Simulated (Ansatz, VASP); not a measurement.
# LaSi2: VASP beside Ansatz

```
La Si
1.0
    -2.11956    2.11956    6.87584
     2.11956   -2.11956    6.87584
     2.11956    2.11956   -6.87584
La Si
2 4
Cartesian
  0.0000 0.0000 0.0000
  0.0000 2.1196 3.4379
  0.0000 0.0000 5.7104
  2.1196 0.0000 2.2725
  2.1196 0.0000 4.6034
  0.0000 0.0000 8.0413
```

Alike in both runs: functional LDA; k mesh 11 × 11 × 11; occupations fermi-dirac, width 0.05 eV; no spin polarisation.

Ansatz relaxed the structure, and its values are those at the end. VASP's run is a single point on that final structure, the one shown.

```csv
,VASP,Ansatz
version,VASP 6.6.1,Ansatz 0.2.0
potentials or method,"VASP PAW LDA potentials, release 64 (La, Si)","PAW with Ansatz's default frozen-core files, scalar-relativistic"
plane-wave cutoff (eV),520,420
valence electrons in the cell,38,38
```

```tsv
	VASP	Ansatz	Ansatz less VASP
pressure (GPa)	0.0	0.0	+0.02
```

LDA's correlation is that of Perdew and Zunger in VASP and of Perdew and Wang (1992) in Ansatz.

Neither program's run includes spin-orbit coupling.
